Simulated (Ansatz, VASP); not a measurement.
HfO2: VASP beside Ansatz

```
Hf O
1.0
     0.00000    2.55750    2.55750
     2.55750    0.00000    2.55750
     2.55750    2.55750    0.00000
Hf O
1 2
Cartesian
  0.0000 0.0000 0.0000
  3.8363 3.8363 3.8363
  1.2788 1.2788 1.2788
```

Alike in both runs: task single point; functional PBE; k mesh 4 × 4 × 4; occupations fermi-dirac, width 0.04 eV; no spin polarisation.

|  | VASP | Ansatz |
| --- | --- | --- |
| version | VASP 6.6.1 | Ansatz 0.2.0 |
| potentials or method | VASP PAW PBE potentials, release 64 (Hf_pv, O), cutoff 520 eV | all-electron LAPW, scalar-relativistic |

```csv
,VASP,Ansatz,Ansatz less VASP
gap on the k mesh at the Fermi level (eV),3.73,3.71,-0.016
least direct gap on the mesh (eV),3.73,3.71,-0.016
pressure (GPa),-6.0,-2.5,+3.53
```

Ansatz ran all-electron here, and VASP with PAW potentials.

The k mesh is coarse, so the values compare programs but aren't converged. Spin-orbit coupling is off throughout.
